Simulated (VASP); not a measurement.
Set up this calculation in VASP 6.6.1, as the native input.

| Quantity | Value |
| --- | --- |
| Task | single point |
| Functional | PBE |
| Potentials or basis | VASP PAW PBE potentials, release 64 (Mg, S) |
| Cutoff | 520 eV |
| k mesh | 2 × 2 × 2 |
| Occupations | fermi-dirac, width 0.026 eV |
| Spin | no spin polarisation |
| Dipole correction | no |
| Further INCAR settings | LREAL = Auto; ALGO = Normal; EDIFF = 1e-06; NBANDS = 46 |

The structure of MgS lies in POSCAR:

```
MgS
1.0
    0.0000000000      5.2030358740      5.2030358740
    5.2030358740      0.0000000000      5.2030358740
    5.2030358740      5.2030358740      0.0000000000
Mg S
8 8
Direct
   -0.0165521634      0.0032380134      0.0084911004
    0.0090110853     -0.0045825169      0.5034677952
   -0.0083220645      0.4953725214      0.0201390116
    0.0153987022      0.5174010069      0.4816649473
    0.4879029400      0.0079883170     -0.0115802584
    0.4990392269      0.0041564195      0.4905351533
    0.5217558683      0.4924585496     -0.0121891337
    0.4784903584      0.5134739726      0.5181020399
    0.2455743206      0.2533176845      0.2512027654
    0.2512034381      0.2479414963      0.7456882086
    0.2638671985      0.7535076818      0.2349884816
    0.2374499292      0.7478634771      0.7566002994
    0.7670419918      0.2362920475      0.2700777073
    0.7287929762      0.2488870020      0.7589532526
    0.7436567984      0.7466975232      0.2540534088
    0.7724778566      0.7431244169      0.7294739248
```

One way to write it, as run:

INCAR

```
SYSTEM = MgS
PREC     = Accurate       ! precision mode
ENCUT    = 520            ! plane-wave cutoff, eV
EDIFF    = 1E-6           ! SCF threshold, eV
ISMEAR   = -1             ! smearing method
SIGMA    = 0.026          ! smearing width, eV
LREAL    = Auto         
LASPH    = .TRUE.         ! aspherical terms in the spheres
NELM     = 100            ! most SCF steps
ALGO     = Normal         ! electronic algorithm
ISIF     = 2              ! what is computed and relaxed
LWAVE    = .FALSE.        ! write WAVECAR
LCHARG   = .FALSE.        ! write CHGCAR
GGA      = PE             ! functional
NBANDS   = 46             ! bands
```

KPOINTS

```
regular mesh
0
G
  2 2 2
  0 0 0
```

Potentials or basis: VASP PAW PBE potentials, release 64 (Mg, S).

Command:

```sh
$ cat potpaw_PBE.64/Mg/POTCAR potpaw_PBE.64/S/POTCAR > POTCAR
$ mpirun -np 1 vasp_std > vasp.out
```

It gave:

```yaml
Pressure: 2.0 GPa
Largest_force: 1.033 eV/Å
Band_gap_on_the_k_mesh: 2.76 eV, direct
```

Caveat: the k points lie up to 0.52 Å⁻¹ apart; forces of over 1 eV/Å act on the atoms, so gaps and moduli don't describe the material at rest.

Run time: 93 s on 1 thread of Intel(R) Xeon(R) 6975P-C (Granite Rapids), on a shared host, peak memory 0.42 GiB.
